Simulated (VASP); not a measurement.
A run of VASP 6.6.1:

Contents of POSCAR:

```
GaN
1.0
    0.0000000000      2.2489367673      2.2489367673
    2.2489367673      0.0000000000      2.2489367673
    2.2489367673      2.2489367673      0.0000000000
Ga N
1 1
Direct
    0.0000000000      0.0000000000      0.0000000000
    0.7307458925      0.7564180358      0.7564180358
```

Contents of INCAR.step1:

```
PREC = Accurate
ENCUT = 1460
ISMEAR = 0
SIGMA = 0.05
LREAL = F
LASPH = T
NELM = 120
NBANDS = 16
GGA = PE
ALGO = Normal
EDIFF = 1E-5
LWAVE = T
LCHARG = F
GGA_COMPAT = F
```

File INCAR.step2:

```
PREC = Accurate
ENCUT = 1460
EDIFF = 1E-6
ISMEAR = 0
SIGMA = 0.05
LREAL = F
LASPH = T
NELM = 120
ALGO = Normal
ISIF = 2
LWAVE = F
LCHARG = F
METAGGA = R2SCAN
LMIXTAU = T
NBANDS = 16
ISTART = 1
GGA_COMPAT = F
```

Contents of KPOINTS:

```
regular mesh
0
Gamma
  10 10 10
```

Potentials or basis: VASP PAW PBE potentials, release 64 (Ga_d, N_h).

Run with:

```bash
$ cat potpaw_PBE.64/Ga_d/POTCAR potpaw_PBE.64/N_h/POTCAR > POTCAR
$ cp INCAR.step1 INCAR
$ mpirun -np 1 vasp_std > vasp.out
$ cp INCAR.step2 INCAR
$ mpirun -np 1 vasp_std > vasp.out
```

Hardware: 1 thread of Intel(R) Xeon(R) Platinum 8488C (Sapphire Rapids) (shared host).

Problem. How long does it take, and how much memory?

Solution. Run time: 8.6 min on 1 thread of Intel(R) Xeon(R) Platinum 8488C (Sapphire Rapids), with other jobs on the host, peak memory 0.41 GiB. Counts: k points 116.
